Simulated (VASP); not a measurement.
# Sr (Im-3m) in VASP: a series of runs

Sr is run at these levels: PBEsol; tasks: single point.

Program: VASP 6.6.1. These are calculated values, not measurements. Logs are shortened: lines on timing, memory, paths and dates and some standing lists are left out, and cuts for length are marked.

### 1 The cell of the first run

It takes space group Im-3m (No. 229, cubic). Conventional cell: a = 4.578 Å, b = 4.578 Å, c = 4.578 Å, α = 90.00°, β = 90.00°, γ = 90.00°. Within 5.2 Å of Sr (site symmetry m-3m) lie 14 Sr at 3.96 to 4.58 Å.

### 2 Single point, PBEsol (volume scaled by 0.94)

INCAR reads:

```
SYSTEM = Sr
PREC = Accurate ; ENCUT = 520
EDIFF = 1E-7 ; ISMEAR = 0
SIGMA = 0.1 ; LREAL = .FALSE.
LASPH = .TRUE. ; NELM = 60
ALGO = Normal ; ISIF = 2
LWAVE = .FALSE. ; LCHARG = .FALSE.
GGA = PS ; NBANDS = 11
```

KPOINTS reads:

```
Automatic mesh
0
G
  12 12 12
  0 0 0
```

POSCAR reads:

```
Sr
1.0
   -2.2891615152      2.2891615152      2.2891615152
    2.2891615152     -2.2891615152      2.2891615152
    2.2891615152      2.2891615152     -2.2891615152
Sr
1
Direct
    0.0000000000      0.0000000000      0.0000000000
```

Potentials or basis: VASP PAW PBE potentials, release 64 (Sr_sv).

Started as:

```
cat potpaw_PBE.64/Sr_sv/POTCAR > POTCAR
mpirun -np 1 vasp_std > vasp.out
```

OUTCAR:

```text
SYSTEM = Sr
   PREC = Accurate
   ENCUT = 520
   EDIFF = 1E-7
   ISMEAR = 0
   LREAL = .FALSE.
   LASPH = .TRUE.
   NELM = 60
   ISIF = 2
   GGA = PS

 ion  position               nearest neighbor table
   1  0.000  0.000  0.000-

  LATTYP: Found a body centered cubic cell.
 ALAT       =     4.5783230304

  Lattice vectors:

 A1 = (  -2.2891615152,   2.2891615152,   2.2891615152)
 A2 = (   2.2891615152,  -2.2891615152,   2.2891615152)
 A3 = (   2.2891615152,   2.2891615152,  -2.2891615152)

Analysis of symmetry for initial positions (statically):
=====================================================================
 Subroutine PRICEL returns:
 Original cell was already a primitive cell.

 Routine SETGRP: Setting up the symmetry group for a
 body centered cubic supercell.

 Subroutine GETGRP returns: Found 48 space group operations
 (whereof 48 operations were pure point group operations)
 out of a pool of 48 trial point group operations.

The static configuration has the point symmetry O_h .

Analysis of symmetry for dynamics (positions and initial velocities):
=====================================================================
 Subroutine PRICEL returns:
 Original cell was already a primitive cell.

 Routine SETGRP: Setting up the symmetry group for a
 body centered cubic supercell.

 Subroutine GETGRP returns: Found 48 space group operations
 (whereof 48 operations were pure point group operations)
 out of a pool of 48 trial point group operations.

The dynamic configuration has the point symmetry O_h .

 Subroutine INISYM returns: Found 48 space group operations
 (whereof 48 operations are pure point group operations),
 and found     1 'primitive' translations

----------------------------------------------------------------------------------------

                                     Primitive cell

  volume of cell :      47.9832

  direct lattice vectors                    reciprocal lattice vectors
    -2.289161515  2.289161515  2.289161515     0.000000000  0.218420586  0.218420586
     2.289161515 -2.289161515  2.289161515     0.218420586  0.000000000  0.218420586
     2.289161515  2.289161515 -2.289161515     0.218420586  0.218420586  0.000000000

  length of vectors
     3.964944051  3.964944051  3.964944051     0.308893355  0.308893355  0.308893355

  position of ions in fractional coordinates (direct lattice)
     0.000000000  0.000000000  0.000000000

  ion indices of the primitive-cell ions
   primitive index   ion index
                 1           1

----------------------------------------------------------------------------------------

 KPOINTS: Automatic mesh

Automatic generation of k-mesh.
 Grid dimensions read from file:
 generate k-points for:   12   12   12

 Generating k-lattice:

  Cartesian coordinates                     Fractional coordinates (reciprocal lattice)
     0.000000000  0.018201716  0.018201716     0.083333333  0.000000000  0.000000000
     0.018201716  0.000000000  0.018201716     0.000000000  0.083333333  0.000000000
     0.018201716  0.018201716  0.000000000     0.000000000  0.000000000  0.083333333

  Length of vectors
     0.025741113  0.025741113  0.025741113

  Shift w.r.t. Gamma in fractional coordinates (k-lattice)
     0.000000000  0.000000000  0.000000000

 Subroutine IBZKPT returns following result:
 ===========================================

 Found     72 irreducible k-points:

 Following reciprocal coordinates:
            Coordinates               Weight
  0.000000  0.000000  0.000000      1.000000
  0.083333  0.000000  0.000000     12.000000
  0.166667  0.000000  0.000000     12.000000
  0.250000  0.000000  0.000000     12.000000
  0.333333  0.000000  0.000000     12.000000
  0.416667  0.000000  0.000000     12.000000
[... 16 lines left out ...]
  0.333333  0.083333  0.083333     24.000000
  0.416667  0.083333  0.083333     12.000000
 [... further k-points ...]
   k-points           NKPTS =     72   k-points in BZ     NKDIM =     72   number of bands    NBANDS=     11
   number of dos      NEDOS =    301   number of ions     NIONS =      1
   total plane-waves  NPLWV =  27000
   dimension x,y,z NGX =    30 NGY =   30 NGZ =   30
   dimension x,y,z NGXF=    60 NGYF=   60 NGZF=   60
   ions per type =               1
   NGX,Y,Z   is equivalent  to a cutoff of  12.58, 12.58, 12.58 a.u.
   NGXF,Y,Z  is equivalent  to a cutoff of  25.16, 25.16, 25.16 a.u.
 SYSTEM =  Sr
   PREC   = accura    normal or accurate (medium, high low for compatibility)
   ISTART =      0    job   : 0-new  1-cont  2-samecut
   ICHARG =      2    charge: 1-file 2-atom 10-const
   ISPIN  =      1    spin polarized calculation?
   LNONCOLLINEAR =      F non collinear calculations
   LSORBIT =      F    spin-orbit coupling
   LASPH  =      T    aspherical Exc in radial PAW
   ENCUT  =  520.0 eV  38.22 Ry    6.18 a.u.   7.37  7.37  7.37*2*pi/ulx,y,z
   NELM   =     60;   NELMIN=  2; NELMDL= -5     # of ELM steps
   EDIFF  = 0.1E-06   stopping-criterion for ELM
   LREAL  =      F    real-space projection
   EDIFFG = 0.1E-05   stopping-criterion for IOM
   NSW    =      0    number of steps for IOM
   IBRION =     -1    ionic relax: 0-MD 1-quasi-New 2-CG
   NFREE  =      0    steps in history (QN), initial steepest desc. (CG)
   ISIF   =      2    stress and relaxation
   ISYM   =      2    0-nonsym 1-usesym 2-fastsym
   POTIM  = 0.5000    time-step for ionic-motion
   TEBEG  =    0.0;   TEEND  =   0.0 temperature during run
   PSTRESS=    0.0 pullay stress
   NELECT =      10.0000    total number of electrons
   NUPDOWN=      -1.0000    fix difference up-down
   EMIN   =  10.00;   EMAX   =-10.00  energy-range for DOS
   EFERMI =   0.00;   METHOD = LEGACY
   ISMEAR =     0;   SIGMA  =   0.10  broadening in eV -4-tet -1-fermi 0-gaus
   EFERMI_NEDOS =   21; number of points for ismear=-14 and -15
   IALGO  =     38    algorithm
   IMIX   =      4    mixing-type and parameters
     AMIX     =   0.40;   BMIX     =  1.00
     AMIX_MAG =   1.60;   BMIX_MAG =  1.00
  volume/ion in A,a.u.               =      47.98       323.81
  Fermi-wavevector in a.u.,A,eV,Ry     =   0.970611  1.834188 12.817846  0.942085
  Thomas-Fermi vector in A             =   2.100760
   LORBIT       =      0    0 simple, 1 ext, 2 COOP (PROOUT), +10 PAW based schemes
   GGA     = PS    functional components
   LHFCALC =     F    Hartree Fock is set to
   AEXX    =    0.0000 exact exchange contribution
   IVDW    =     0    specifies the selected vdW correction
   LEPSILON=     F    determine dielectric tensor
   LRPA    =     F    only Hartree local field effects (RPA)
 non-spin polarized calculation
 Gauss-broadening in eV      SIGMA  =   0.10
  energy-cutoff  :      520.00
  volume of cell :       47.98
 maximum number of plane-waves:      1312
 NGX is ok and might be reduce to    30
   NGX = 15   NGY = 15   NGZ = 15

 number of electron      10.0000000 magnetization

 Free energy of the ion-electron system (eV)
  ---------------------------------------------------
  ext. energy  EPLUGINS =         0.00000000
  ---------------------------------------------------
  free energy    TOTEN  =        -1.83198943 eV

  energy without entropy =       -1.82700126  energy(sigma->0) =       -1.82949534

 E-fermi :   1.9504     XC(G=0):  -7.8656

 val. band max:        1.9426013439   @ k =   0.3333   0.2500   0.0833
 cond. band min:       1.9766426200   @ k =  -0.4167  -0.4167   0.1667
 fundamental gap:      0.0340412761
 Fermi energy:         1.9503647417

 k-point     1 :       0.0000    0.0000    0.0000
  band No.  band energies     occupation
      1     -34.2946      2.00000
      2     -16.1596      2.00000
      3     -16.1596      2.00000
      4     -16.1596      2.00000
      5      -1.8793      2.00000
      6       4.4967      0.00000
      7       4.4967      0.00000
      8       4.4967      0.00000
      9       6.0107      0.00000
     10       6.0107      0.00000
     11      10.5866      0.00000

 k-point     2 :       0.0833    0.0000    0.0000
  band No.  band energies     occupation
      1     -34.2926      2.00000
      2     -16.1823      2.00000
      3     -16.1668      2.00000
      4     -16.1597      2.00000
      5      -1.7433      2.00000
      6       4.3735      0.00000
      7       4.4126      0.00000
      8       4.6315      0.00000
      9       5.8244      0.00000
     10       6.0013      0.00000
     11      10.7380      0.00000

 k-point     3 :       0.1667    0.0000    0.0000
  band No.  band energies     occupation
      1     -34.2873      2.00000
      2     -16.2434      2.00000
      3     -16.1861      2.00000
      4     -16.1600      2.00000
      5      -1.3520      2.00000
      6       4.0531      0.00000
      7       4.0743      0.00000
      8       5.0299      0.00000
      9       5.6511      0.00000
     10       6.0027      0.00000
     11      10.9615      0.00000

 k-point     4 :       0.2500    0.0000    0.0000
  band No.  band energies     occupation
      1     -34.2800      2.00000
      2     -16.3250      2.00000
      3     -16.2124      2.00000
      4     -16.1603      2.00000
      5      -0.7564      2.00000
      6       3.4824      0.00000
      7       3.7289      0.00000
      8       5.6731      0.00000
      9       5.7379      0.00000
     10       6.0709      0.00000
     11      10.5427      0.00000
[... 239 lines left out ...]
 k-point    22 :       0.2500    0.0833    0.0833
  band No.  band energies     occupation
      1     -34.2714      2.00000
      2     -16.4070      2.00000
      3     -16.2397      2.00000
      4     -16.1798      2.00000
      5       0.1827      2.00000
      6       2.8673      0.00000
      7       3.1915      0.00000
      8       6.0272      0.00000
      9       6.3428      0.00000
     10       6.8152      0.00000
     11       9.4458      0.00000

 k-point    23 :       0.3333    0.0833    0.0833
  band No.  band energies     occupation
      1     -34.2667      2.00000
      2     -16.4464      2.00000
      3     -16.2675      2.00000
      4     -16.1813      2.00000
      5       0.8418      2.00000
      6       2.5297      0.00000
      7       3.0283      0.00000
      8       6.0545      0.00000
      9       6.5366      0.00000
     10       7.5545      0.00000
     11       8.5761      0.00000

 k-point    24 :       0.4167    0.0833    0.0833
  band No.  band energies     occupation
      1     -34.2650      2.00000
      2     -16.4603      2.00000
      3     -16.2781      2.00000
      4     -16.1818      2.00000
      5       1.1461      2.00000
      6       2.3897      0.00000
      7       2.9732      0.00000
      8       5.9963      0.00000
      9       6.6292      0.00000
     10       7.9649      0.00000
     11       8.2667      0.00000

 [... further k-points ...]
[... 5 lines left out ...]
  --------------------------------------------------------------------------------------
  -------------------------------------------------------------------------------------
  Total        0.2545813      0.2545813      0.2545813     -0.0000000      0.0000000      0.0000000
  in kB        8.5005635      8.5005635      8.5005635     -0.0000000      0.0000000      0.0000000
  external PRESSURE =       8.5005635 kB  Pullay stress =       0.0000000 kB

 VOLUME and BASIS-vectors are now :
 -----------------------------------------------------------------------------
  energy-cutoff  :      520.00
  volume of cell :       47.98
      direct lattice vectors                 reciprocal lattice vectors
    -2.289161515  2.289161515  2.289161515     0.000000000  0.218420586  0.218420586
     2.289161515 -2.289161515  2.289161515     0.218420586  0.000000000  0.218420586
     2.289161515  2.289161515 -2.289161515     0.218420586  0.218420586  0.000000000

 POSITION                                       TOTAL-FORCE (eV/Angst)
 -----------------------------------------------------------------------------------
      0.00000      0.00000      0.00000         0.000000      0.000000      0.000000
 -----------------------------------------------------------------------------------
    total drift:                               -0.000000     -0.000000      0.000000

  FREE ENERGIE OF THE ION-ELECTRON SYSTEM (eV)
  ---------------------------------------------------
  free  energy   TOTEN  =        -1.8319894274 eV

  energy  without entropy=       -1.8270012608  energy(sigma->0) =       -1.82949534
```

Wall time 33 s (1 thread of Intel Xeon Platinum 8375C at 2.90GHz (Ice Lake), shared host); peak memory 0.19 GiB.

Results:

```yaml
Free_energy: -1.8320 eV
Pressure: 0.9 GPa
Band_gap_on_the_k_mesh: zero (band 5 reaches 2.37 eV, above the bottom of band 6 at 1.65 eV)
```

Caveat: the PAW data sets were made with another functional, which shifts forces and pressure a little.

### 3 Single point, PBEsol (volume scaled by 0.97)

INCAR reads:

```
PREC = Accurate ; ENCUT = 520
EDIFF = 1E-6 ; ISMEAR = 0
SIGMA = 0.1 ; LREAL = F
LASPH = T ; NELM = 80
ALGO = Normal ; ISIF = 2
LWAVE = F ; LCHARG = F
GGA = PS ; NBANDS = 11
```

KPOINTS reads:

```
regular mesh
0
Gamma
  12 12 12
```

POSCAR reads:

```
Sr
1.0
   -2.3132597231      2.3132597231      2.3132597231
    2.3132597231     -2.3132597231      2.3132597231
    2.3132597231      2.3132597231     -2.3132597231
Sr
1
Direct
    0.0000000000      0.0000000000      0.0000000000
```

Potentials or basis: VASP PAW PBE potentials, release 64 (Sr_sv).

Started as:

```
cat potpaw_PBE.64/Sr_sv/POTCAR > POTCAR
mpirun -np 1 vasp_std > vasp.out
```

Run time: 27 s. Hardware: 1 thread of Intel Xeon Platinum 8375C at 2.90GHz (Ice Lake), shared host; peak memory 0.18 GiB.

The run converged. Its results:

```
Free energy            : -1.8379 eV
Pressure               : 0.4 GPa
Band gap on the k mesh : zero (band 5 reaches 2.24 eV, above the bottom of band 6 at 1.58 eV)
```

Levels at points of the mesh, in eV from the Fermi level:
| k point | band 3 | band 4 | band 5 | band 6 | band 7 | band 8 |
| --- | --- | --- | --- | --- | --- | --- |
| (0.00, 0.00, 0.00) | -18.19 | -18.19 | -3.80 | 2.50 | 2.50 | 2.50 |
| (0.50, 0.00, 0.00) | -18.28 | -18.19 | -1.07 | 0.42 | 1.22 | 3.81 |
| (0.50, 0.50, 0.50) | -18.39 | -18.39 | -0.26 | -0.26 | 4.07 | 4.07 |

Caveat: the PAW data sets were made with another functional, which shifts forces and pressure a little.
